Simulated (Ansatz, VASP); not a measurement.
# HfO2 in VASP and in Ansatz

```
CELL_PARAMETERS angstrom
5.14892 0.00000 0.00000
0.00000 4.93712 0.00000
0.00000 0.00000 4.96467
ATOMIC_POSITIONS crystal
Hf 0.96699 0.73252 0.74144
Hf 0.53301 0.73252 0.24144
Hf 0.46699 0.26748 0.74144
Hf 0.03301 0.26748 0.24144
O 0.63213 0.92865 0.87927
O 0.86787 0.92865 0.37927
O 0.23395 0.53988 0.49229
O 0.26605 0.53988 0.99229
O 0.76605 0.46012 0.99229
O 0.73395 0.46012 0.49229
O 0.13213 0.07135 0.87927
O 0.36787 0.07135 0.37927
```

Alike in both runs: task single point; functional BLYP; dispersion D3(BJ); k mesh 5 × 6 × 5; occupations fermi-dirac, width 0.05 eV; no spin polarisation.

```csv
,VASP,Ansatz
version,VASP 6.6.1,Ansatz 0.2.0
potentials or method,"VASP PAW PBE potentials, release 64 (Hf_pv, O)",Ansatz PAW
plane-wave cutoff (eV),520,420
valence electrons in the cell,88,152
```

|  | VASP | Ansatz | Ansatz less VASP |
| --- | --- | --- | --- |
| gap on the k mesh at the Fermi level (eV) | 4.63 | 4.67 | +0.038 |
| least direct gap on the mesh (eV) | 4.81 | 4.85 | +0.031 |
| pressure (GPa) | 17.9 | 20.6 | +2.79 |
| traceless stress, the component that is largest in VASP (GPa) | 0.72 | 0.65 | -0.068 |
| rms of the force components (eV/Å) | 0.126 | 0.146 | +0.0202 |

VASP's potentials were made for PBE, not for BLYP. Atom by atom the forces differ by 0.026 eV/Å (rms over components). VASP's potentials hold 88 valence electrons a cell and Ansatz's 152, so a difference there can come from the potentials and not from the codes.

Spin-orbit coupling is off throughout. Noted on Ansatz's run: Pulay correction over one GPa; odd divisions of the mesh miss points on the zone boundary, where band edges often lie, so the gap on the mesh can be too wide.
